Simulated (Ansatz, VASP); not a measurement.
## RbCaH3 in VASP and in Ansatz

```
Rb Ca H
1.0
     4.81194    1.20299    1.20299
     1.20299    4.81194    1.20299
     1.20299    1.20299    4.81194
Rb Ca H
1 1 3
Direct
  0.00000 0.00000 0.00000
  0.50000 0.50000 0.50000
  0.00000 0.50000 0.50000
  0.50000 0.00000 0.50000
  0.50000 0.50000 0.00000
```

Alike in both runs: task single point; functional LDA; k mesh 6 × 6 × 6; occupations gaussian, width 0.05 eV; no spin polarisation.

|  | VASP | Ansatz |
| --- | --- | --- |
| version | VASP 6.6.1 | Ansatz 0.2.0 |
| potentials or method | VASP PAW LDA potentials, release 64 (Rb_sv, Ca_sv, H), cutoff 520 eV | scalar-relativistic, plane waves, PAW |
| valence electrons in the cell | 22 | 22 |

|  | VASP | Ansatz | Ansatz less VASP |
| --- | --- | --- | --- |
| gap on the k mesh at the Fermi level (eV) | none | none | - |
| pressure (GPa) | -0.3 | -0.3 | -0.01 |
| traceless stress, the component that is largest in VASP (GPa) | -8.15 | -8.15 | +0.002 |

LDA's correlation is that of Perdew and Zunger in VASP and of Perdew and Wang (1992) in Ansatz. A gap of «none» marks a metal or a gap that the smearing closes.
